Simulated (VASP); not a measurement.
The system is CuAu.

```
CELL_PARAMETERS angstrom
2.87128 0.00000 0.00000
0.00000 2.87128 0.00000
0.00000 0.00000 3.64043
ATOMIC_POSITIONS crystal
Cu 0.50000 0.50000 0.50000
Au 0.00000 0.00000 0.00000
```

* Program: VASP 6.6.1
* Task: relaxation of cell and atoms
* Functional: LDA
* Potentials or basis: VASP PAW LDA potentials, release 64 (Cu_sv_GW, Au_sv_GW)
* Cutoff: 700 eV
* k mesh: 16 × 16 × 12
* Occupations: gaussian, width 0.1 eV
* Spin: no spin polarisation

At the start: pressure -14.4 GPa; volume 15.01 Å³/atom.

Q: Where does the relaxation end?

A: Over 11 steps the energy falls by 64.5 meV/atom and the volume is 13.70 Å³/atom (-8.7 %); space group P4/mmm (No. 123, to 0.1 Å) before and after.

The path:
| step | energy change (eV) | largest force (eV/Å) | pressure (GPa) | volume (Å³) |
| --- | --- | --- | --- | --- |
| 1 | 0.0000 | 0.0000 | -14.40 | 30.01 |
| 2 | 0.1161 | 0.0000 | 30.03 | 24.53 |
| 3 | -0.1288 | 0.0000 | -0.57 | 27.50 |
| 4 | -0.1290 | 0.0000 | -0.09 | 27.43 |
| 5 | -0.1289 | 0.0000 | 0.29 | 27.38 |
| 6 | -0.1289 | 0.0000 | -0.68 | 27.47 |
| 7 | -0.1290 | 0.0000 | -0.07 | 27.43 |
| 8 | -0.1290 | 0.0000 | -0.20 | 27.43 |
| 9 | -0.1291 | 0.0000 | -0.21 | 27.41 |
| 10 | -0.1290 | 0.0000 | 0.36 | 27.38 |
| 11 | -0.1291 | 0.0000 | -0.01 | 27.40 |

Final structure:
```xyz
2
Lattice="2.7907 0.0000 0.0000 0.0000 2.7907 0.0000 0.0000 0.0000 3.5188" Properties=species:S:1:pos:R:3 pbc="T T T"
Cu    1.3954    1.3954    1.7594
Au    0.0000    0.0000    0.0000
```
